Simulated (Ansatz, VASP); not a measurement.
# Two plane-wave programs on Pt

```
CELL_PARAMETERS angstrom
1.98506 -1.98506 0.00000
1.98506 0.00000 -1.98506
8.22890 8.22890 8.22890
ATOMIC_POSITIONS crystal
Pt 0.66667 0.66667 0.08039
Pt 0.00000 0.00000 0.88449
Pt 0.33333 0.33333 0.24121
Pt 0.66667 0.66667 0.56285
Pt 0.00000 0.00000 0.40203
Pt 0.33333 0.33333 0.72367
```

Alike in both runs: task single point; functional PBE; k mesh 24 × 24 × 5; occupations gaussian, width 0.15 eV; no spin polarisation.

```csv
,VASP,Ansatz
version,VASP 6.6.1,Ansatz 0.2.0
potentials or method,"VASP PAW PBE potentials, release 64 (Pt), cutoff 520 eV","scalar-relativistic, plane waves, PAW"
valence electrons in the cell,60,108
```

```tsv
	VASP	Ansatz	Ansatz less VASP
gap on the k mesh at the Fermi level (eV)	none	none	-
pressure (GPa)	-4.9	-4.4	+0.43
traceless stress, the component that is largest in VASP (GPa)	-0.44	-0.43	+0.009
rms of the force components (eV/Å)	0.364	0.369	+0.0054
```

Atom by atom the forces differ by 0.005 eV/Å (rms over components). A gap of «none» marks a metal or a gap that the smearing closes. VASP's potentials hold 60 valence electrons a cell and Ansatz's 108, so a difference there can come from the potentials and not from the codes.

Spin-orbit coupling is off throughout.
